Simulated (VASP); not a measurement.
Input of a VASP 6.6.1 run:

File POSCAR:

```
TiAl3
1.0
   -1.9111067713      1.9111067713      4.2806687947
    1.9111067713     -1.9111067713      4.2806687947
    1.9111067713      1.9111067713     -4.2806687947
Ti Al
1 3
Direct
    0.0000000000      0.0000000000      0.0000000000
    0.5000000000      0.5000000000      0.0000000000
    0.7500000000      0.2500000000      0.5000000000
    0.2500000000      0.7500000000      0.5000000000
```

Contents of INCAR.step1:

```
PREC = Accurate ; ENCUT = 550
ISMEAR = 0 ; SIGMA = 0.1
LREAL = F ; LASPH = T
NELM = 120 ; NBANDS = 18
GGA = PE ; ALGO = Normal
EDIFF = 1E-5 ; LWAVE = T
LCHARG = F ; GGA_COMPAT = F
```

INCAR.step2

```
PREC = Accurate ; ENCUT = 550
EDIFF = 1E-6 ; ISMEAR = 0
SIGMA = 0.1 ; LREAL = F
LASPH = T ; NELM = 120
ALGO = Normal ; ISIF = 2
LWAVE = F ; LCHARG = F
METAGGA = R2SCAN ; LMIXTAU = T
NBANDS = 18 ; ISTART = 1
GGA_COMPAT = F
```

Contents of KPOINTS:

```
regular mesh
0
Gamma
  16 16 16
```

Potentials or basis: VASP PAW PBE potentials, release 64 (Ti_sv, Al).

The run is started by

```sh
$ cat potpaw_PBE.64/Ti_sv/POTCAR potpaw_PBE.64/Al/POTCAR > POTCAR
$ cp INCAR.step1 INCAR
$ mpirun -np 1 vasp_std > vasp.out
$ cp INCAR.step2 INCAR
$ mpirun -np 1 vasp_std > vasp.out
```

(1) Estimate the band gap on the k mesh.

(2) Predict the pressure.

Answers

(1) zero (an odd number of electrons rules out a gap without spin polarisation).

(2) 0.0 GPa.

Caveat: the PAW data sets were made with another functional, which shifts forces and pressure a little.
